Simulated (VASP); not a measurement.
A run of VASP 6.6.1 is set up as follows.

File INCAR:

```
SYSTEM = Eu
  ALGO = Normal
  EDIFF = 1E-7
  EDIFFG = -0.005
  ENCUT = 600
  GGA = PE
  IBRION = 2
  ISIF = 3
  ISMEAR = -1
  ISPIN = 2
  LASPH = .True.
  LCHARG = .False.
  LMAXMIX = 6
  LORBIT = 11
  LREAL = .False.
  LWAVE = .False.
  MAGMOM = 7
  NELM = 150
  NSW = 32
  PREC = Accurate
  PSTRESS = 22.0
  SIGMA = 0.1
```

File KPOINTS:

```
k-points
0
Gamma
  13 13 13
  0 0 0
```

POSCAR

```
Eu
1.0
    0.0000000000      2.6427561031      2.6427561031
    2.6427561031      0.0000000000      2.6427561031
    2.6427561031      2.6427561031      0.0000000000
Eu
1
Direct
    0.0000000000      0.0000000000      0.0000000000
```

Potentials or basis: VASP PAW PBE potentials, release 64 (Eu).

Launch:

```bash
$ cat potpaw_PBE.64/Eu/POTCAR > POTCAR
$ mpirun -np 1 vasp_std > vasp.out
```

Question: Estimate the site moments.

Answer: Eu +6.71 μB.

Question: Predict the space group after relaxing (to 0.1 Å).

Answer: Fm-3m (No. 225).

Question: Predict the net moment.

Answer: 7.45 μB per cell.

Final structure:
```cif
data_structure
_symmetry_space_group_name_H-M 'P 1'
_symmetry_Int_Tables_number 1
_cell_length_a 3.7266
_cell_length_b 3.7266
_cell_length_c 3.7266
_cell_angle_alpha 60.000
_cell_angle_beta 60.000
_cell_angle_gamma 60.000
_cell_volume 36.60
loop_
_atom_site_label
_atom_site_type_symbol
_atom_site_fract_x
_atom_site_fract_y
_atom_site_fract_z
_atom_site_occupancy
Eu1 Eu 0.00000 0.00000 0.00000 1
```

 The state reached can hang on the start; a lower one may exist.
